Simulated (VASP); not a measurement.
# H16SO10 in VASP: further runs

H16SO10 is run at these levels: PBE; tasks: single point.

All numbers are computed with VASP 6.6.1; they aren't measurements. Logs are shortened: lines on timing, memory, paths and dates and some standing lists are left out, and cuts for length are marked.

## (1) The cell of the first run

The cell holds an amorphous packing of atoms, 27 atoms: a = 6.797 Å, b = 6.797 Å, c = 6.797 Å, α = 90.00°, β = 90.00°, γ = 90.00°.

## (2) Single point, PBE

Input file INCAR:

```
SYSTEM = H16SO10
PREC = Accurate ; ENCUT = 520
EDIFF = 1E-6 ; ISMEAR = -1
SIGMA = 0.02 ; LREAL = .False.
LASPH = .True. ; NELM = 120
ALGO = Normal ; ISIF = 2
LWAVE = .False. ; LCHARG = .False.
GGA = PE ; NBANDS = 60
GGA_COMPAT = .False.
```

Input file KPOINTS:

```
Automatic mesh
0
Gamma
  1 1 1
  0 0 0
```

Input file POSCAR:

```
H16SO10
1.0
    6.7968840000      0.0000000000      0.0000000000
    0.0000000000      6.7968840000      0.0000000000
    0.0000000000      0.0000000000      6.7968840000
O H S
10 16 1
Direct
    0.4035967070      1.0879691341      0.2500998987
    0.8931592771      0.1214085749      0.0580118772
    0.2769357253      0.2979012147      0.8077524936
    0.0724155363      0.8479768082      0.5968323132
    0.9150369493      0.4743497167      0.7499613058
    0.7680136957      0.5431753727      0.3675213524
    0.0929543597      0.2262213096      0.4918724521
    0.8876420430      0.7216542168      0.0277627219
    0.7117673334      0.9955297163      0.6598906205
    0.5545629438      0.7005563137      0.8123428324
    0.3317402504      0.9763444543      0.1580577217
    0.5372461852      1.0395498879      0.2738754994
    0.9085486820      0.1046803212      0.1954572125
    0.8853910115     -0.0336183463      0.0176845743
    0.1997827240      0.1905431960      0.7457682079
    0.2780833099      0.2602074715      0.9448594385
   -0.0451677563      0.8012200885      0.6392046708
    0.1503188814      0.7553167010      0.5416893977
    1.0033126945      0.3691691663      0.7278188064
    0.7916274575      0.4150578412      0.7011448187
    0.8687068957      0.5191055195      0.4653603033
    0.6996147058      0.4115415240      0.3783498438
    0.0049875796      0.1880273372      0.3878541991
    0.2041523734      0.1848346978      0.4219286367
    0.9289550918      0.5938750757     -0.0670307158
    0.8750480367      0.6577720026      0.1625156469
    0.5674364900      0.9140512035      0.8006610088
```

Potentials or basis: VASP PAW PBE potentials, release 64 (O, H, S).

Command:

```bash
cat potpaw_PBE.64/O/POTCAR potpaw_PBE.64/H/POTCAR potpaw_PBE.64/S/POTCAR > POTCAR
mpirun -np 1 vasp_gam > vasp.out
```

OUTCAR:

```text
SYSTEM = H16SO10
   PREC = Accurate
   ENCUT = 520
   EDIFF = 1E-6
   ISMEAR = -1
   LREAL = .False.
   LASPH = .True.
   NELM = 120
   ISIF = 2
   GGA = PE

 ion  position               nearest neighbor table
   1  0.404  0.088  0.250-  12 0.98  11 1.10
   2  0.893  0.121  0.058-  13 0.95  14 1.09
   3  0.277  0.298  0.808-  16 0.97  15 0.99
   4  0.072  0.848  0.597-  18 0.90  17 0.91
   5  0.915  0.474  0.750-  19 0.95  20 0.99
   6  0.768  0.543  0.368-  21 0.97  22 1.01
   7  0.093  0.226  0.492-  24 0.94  23 0.96
   8  0.888  0.722  0.028-  26 1.02  25 1.12
   9  0.712  0.996  0.660-  27 1.48
  10  0.555  0.701  0.812-  27 1.46
  11  0.332  0.976  0.158-   1 1.10
  12  0.537  0.040  0.274-   1 0.98
  13  0.909  0.105  0.195-   2 0.95
  14  0.885  0.966  0.018-   2 1.09
[... 10 lines left out ...]
  25  0.929  0.594  0.933-   8 1.12
  26  0.875  0.658  0.163-   8 1.02
  27  0.567  0.914  0.801-  10 1.46   9 1.48

  LATTYP: Found a simple cubic cell.
 ALAT       =     6.7968840000

  Lattice vectors:

 A1 = (   6.7968840000,   0.0000000000,   0.0000000000)
 A2 = (   0.0000000000,   6.7968840000,   0.0000000000)
 A3 = (   0.0000000000,   0.0000000000,   6.7968840000)

Analysis of symmetry for initial positions (statically):
=====================================================================
 Subroutine PRICEL returns:
 Original cell was already a primitive cell.

 Routine SETGRP: Setting up the symmetry group for a
 simple cubic supercell.

 Subroutine GETGRP returns: Found  1 space group operations
 (whereof  1 operations were pure point group operations)
 out of a pool of 48 trial point group operations.

The static configuration has the point symmetry C_1 .

Analysis of symmetry for dynamics (positions and initial velocities):
=====================================================================
 Subroutine PRICEL returns:
 Original cell was already a primitive cell.

 Routine SETGRP: Setting up the symmetry group for a
 simple cubic supercell.

 Subroutine GETGRP returns: Found  1 space group operations
 (whereof  1 operations were pure point group operations)
 out of a pool of 48 trial point group operations.

The dynamic configuration has the point symmetry C_1 .

 Subroutine INISYM returns: Found  1 space group operations
 (whereof  1 operations are pure point group operations),
 and found     1 'primitive' translations

----------------------------------------------------------------------------------------

                                     Primitive cell

  volume of cell :     313.9999

  direct lattice vectors                    reciprocal lattice vectors
     6.796884000  0.000000000  0.000000000     0.147126242  0.000000000  0.000000000
     0.000000000  6.796884000  0.000000000     0.000000000  0.147126242  0.000000000
     0.000000000  0.000000000  6.796884000     0.000000000  0.000000000  0.147126242

  length of vectors
     6.796884000  6.796884000  6.796884000     0.147126242  0.147126242  0.147126242

  position of ions in fractional coordinates (direct lattice)
     0.403596707  0.087969134  0.250099899
     0.893159277  0.121408575  0.058011877
     0.276935725  0.297901215  0.807752494
     0.072415536  0.847976808  0.596832313
     0.915036949  0.474349717  0.749961306
     0.768013696  0.543175373  0.367521352
[... 19 lines left out ...]
     0.875048037  0.657772003  0.162515647
     0.567436490  0.914051204  0.800661009

  ion indices of the primitive-cell ions
   primitive index   ion index
                 1           1
                 2           2
                 3           3
                 4           4
                 5           5
                 6           6
[... 19 lines left out ...]
                26          26
                27          27

----------------------------------------------------------------------------------------

 KPOINTS: Automatic mesh

Automatic generation of k-mesh.
 Grid dimensions read from file:
 generate k-points for:    1    1    1

 Generating k-lattice:

  Cartesian coordinates                     Fractional coordinates (reciprocal lattice)
     0.147126242  0.000000000  0.000000000     1.000000000  0.000000000  0.000000000
     0.000000000  0.147126242  0.000000000     0.000000000  1.000000000  0.000000000
     0.000000000  0.000000000  0.147126242     0.000000000  0.000000000  1.000000000

  Length of vectors
     0.147126242  0.147126242  0.147126242

  Shift w.r.t. Gamma in fractional coordinates (k-lattice)
     0.000000000  0.000000000  0.000000000

 Subroutine IBZKPT returns following result:
 ===========================================

 Found      1 irreducible k-points:

 Following reciprocal coordinates:
            Coordinates               Weight
  0.000000  0.000000  0.000000      1.000000
   k-points           NKPTS =      1   k-points in BZ     NKDIM =      1   number of bands    NBANDS=     60
   number of dos      NEDOS =    301   number of ions     NIONS =     27
   total plane-waves  NPLWV = 157464
   dimension x,y,z NGX =    54 NGY =   54 NGZ =   54
   dimension x,y,z NGXF=   108 NGYF=  108 NGZF=  108
   ions per type =              10  16   1
   NGX,Y,Z   is equivalent  to a cutoff of  13.21, 13.21, 13.21 a.u.
   NGXF,Y,Z  is equivalent  to a cutoff of  26.42, 26.42, 26.42 a.u.
 SYSTEM =  H16SO10
   PREC   = accura    normal or accurate (medium, high low for compatibility)
   ISTART =      0    job   : 0-new  1-cont  2-samecut
   ICHARG =      2    charge: 1-file 2-atom 10-const
   ISPIN  =      1    spin polarized calculation?
   LNONCOLLINEAR =      F non collinear calculations
   LSORBIT =      F    spin-orbit coupling
   LASPH  =      T    aspherical Exc in radial PAW
   ENCUT  =  520.0 eV  38.22 Ry    6.18 a.u.  12.64 12.64 12.64*2*pi/ulx,y,z
   NELM   =    120;   NELMIN=  2; NELMDL= -5     # of ELM steps
   EDIFF  = 0.1E-05   stopping-criterion for ELM
   LREAL  =      F    real-space projection
   EDIFFG = 0.1E-04   stopping-criterion for IOM
   NSW    =      0    number of steps for IOM
   IBRION =     -1    ionic relax: 0-MD 1-quasi-New 2-CG
   NFREE  =      0    steps in history (QN), initial steepest desc. (CG)
   ISIF   =      2    stress and relaxation
   ISYM   =      2    0-nonsym 1-usesym 2-fastsym
   POTIM  = 0.5000    time-step for ionic-motion
   TEBEG  =    0.0;   TEEND  =   0.0 temperature during run
   PSTRESS=    0.0 pullay stress
   NELECT =      82.0000    total number of electrons
   NUPDOWN=      -1.0000    fix difference up-down
   EMIN   =  10.00;   EMAX   =-10.00  energy-range for DOS
   EFERMI =   0.00;   METHOD = LEGACY
   ISMEAR =    -1;   SIGMA  =   0.02  broadening in eV -4-tet -1-fermi 0-gaus
   EFERMI_NEDOS =   21; number of points for ismear=-14 and -15
   IALGO  =     38    algorithm
   IMIX   =      4    mixing-type and parameters
     AMIX     =   0.40;   BMIX     =  1.00
     AMIX_MAG =   1.60;   BMIX_MAG =  1.00
  volume/ion in A,a.u.               =      11.63        78.48
  Fermi-wavevector in a.u.,A,eV,Ry     =   1.046413  1.977433 14.898096  1.094979
  Thomas-Fermi vector in A             =   2.181250
   LORBIT       =      0    0 simple, 1 ext, 2 COOP (PROOUT), +10 PAW based schemes
   GGA     = PE    functional components
   LHFCALC =     F    Hartree Fock is set to
   AEXX    =    0.0000 exact exchange contribution
   IVDW    =     0    specifies the selected vdW correction
   LEPSILON=     F    determine dielectric tensor
   LRPA    =     F    only Hartree local field effects (RPA)
 non-spin polarized calculation
  energy-cutoff  :      520.00
  volume of cell :      314.00
 maximum number of plane-waves:      4193
 NGX is ok and might be reduce to    50
   NGX = 25   NGY = 25   NGZ = 25

 number of electron      82.0000000 magnetization

 Free energy of the ion-electron system (eV)
  ---------------------------------------------------
  ext. energy  EPLUGINS =         0.00000000
  ---------------------------------------------------
  free energy    TOTEN  =      -130.58028290 eV

  energy without entropy =     -130.58028290  energy(sigma->0) =     -130.58028290

 E-fermi :  -2.2881     XC(G=0):  -6.7528

 val. band max:       -2.7630727303   @ k =   0.0000   0.0000   0.0000
 cond. band min:      -0.7943277386   @ k =   0.0000   0.0000   0.0000
 fundamental gap:      1.9687449917
 Fermi energy:        -2.2881156236

 k-point     1 :       0.0000    0.0000    0.0000
  band No.  band energies     occupation
      1     -24.7956      2.00000
      2     -22.8506      2.00000
      3     -22.5116      2.00000
      4     -22.3915      2.00000
      5     -22.1766      2.00000
      6     -22.0244      2.00000
[... 45 lines left out ...]
     52       5.7038      0.00000
     53       6.1149      0.00000
 [bands above 53 left out]

------------------------ aborting loop because EDIFF is reached ----------------------------------------

  FORCE on cell =-STRESS in cart. coord.  units (eV):
  Direction    XX          YY          ZZ          XY          YZ          ZX
  --------------------------------------------------------------------------------------
  -------------------------------------------------------------------------------------
  Total        8.6185501     -3.0701100      3.2639279     -4.5802733     -0.9511941     -1.6892750
  in kB       43.9759487    -15.6651639     16.6541153    -23.3707364     -4.8534455     -8.6194860
  external PRESSURE =      14.9883000 kB  Pullay stress =       0.0000000 kB

 VOLUME and BASIS-vectors are now :
 -----------------------------------------------------------------------------
  energy-cutoff  :      520.00
  volume of cell :      314.00
      direct lattice vectors                 reciprocal lattice vectors
     6.796884000  0.000000000  0.000000000     0.147126242  0.000000000  0.000000000
     0.000000000  6.796884000  0.000000000     0.000000000  0.147126242  0.000000000
     0.000000000  0.000000000  6.796884000     0.000000000  0.000000000  0.147126242

 POSITION                                       TOTAL-FORCE (eV/Angst)
 -----------------------------------------------------------------------------------
      2.74320      0.59792      1.69990        -1.758638     -2.511909     -2.109024
      6.07070      0.82520      0.39430        -0.443065     -2.374924     -1.958159
      1.88230      2.02480      5.49020        -0.098347     -0.754852     -0.221775
      0.49220      5.76360      4.05660         1.663030      4.589780      0.243529
      6.21940      3.22410      5.09740        -1.903335      0.347854     -0.651140
      5.22010      3.69190      2.49800        -1.076676     -1.854390      0.107246
[... 19 lines left out ...]
      5.94760      4.47080      1.10460        -0.252220      0.650665     -1.222456
      3.85680      6.21270      5.44200         0.646809     -0.331768     -0.724906
 -----------------------------------------------------------------------------------
    total drift:                                0.000257     -0.000576      0.000668

  FREE ENERGIE OF THE ION-ELECTRON SYSTEM (eV)
  ---------------------------------------------------
  free  energy   TOTEN  =      -130.5802829049 eV

  energy  without entropy=     -130.5802829048  energy(sigma->0) =     -130.58028290
```

Wall time 81 s (1 thread of Intel Xeon 8259CL, shared host); peak memory 0.38 GiB.

Results:

* Free energy: -130.5803 eV
* Pressure: 1.5 GPa
* Largest force: 4.888 eV/Å
* Band gap on the k mesh: 1.97 eV

Forces in eV/Å, atoms in the order of the input:
```
O   -1.759 -2.512 -2.109
O   -0.443 -2.375 -1.958
O   -0.098 -0.755 -0.222
O    1.663  4.590  0.244
O   -1.903  0.348 -0.651
O   -1.077 -1.854  0.107
O   -1.703  1.065  0.011
O    1.223 -2.260  0.176
O   -1.038 -0.198  0.573
O   -0.468  0.671 -0.219
H    1.933  2.537  2.305
H   -0.328 -0.148 -0.193
H    0.054 -0.194  1.279
H    0.523  1.897  0.714
H    0.419  0.331  0.091
H    0.127  0.116  0.488
H   -3.181 -1.710  1.116
H    2.062 -3.221 -1.389
H    1.824 -1.030  0.006
H    0.022  0.594  0.991
H    0.765  0.464  0.469
H    0.237  1.499 -0.717
H   -1.114 -0.011  0.251
H    2.984 -0.608 -0.612
H   -1.117  2.444  1.194
H   -0.252  0.651 -1.222
S    0.647 -0.332 -0.725
```

Levels at points of the mesh, in eV from the valence-band top:
| k point | band 37 | band 38 | band 39 | band 40 | band 41 | band 42 | band 43 | band 44 | band 45 | band 46 |
| --- | --- | --- | --- | --- | --- | --- | --- | --- | --- | --- |
| (0.00, 0.00, 0.00) | -1.05 | -0.87 | -0.70 | -0.59 | 0.00 | 1.97 | 3.83 | 5.58 | 6.45 | 6.75 |

Caveat: the k points lie up to 0.92 Å⁻¹ apart.

(Continued in part 2 of 2.)
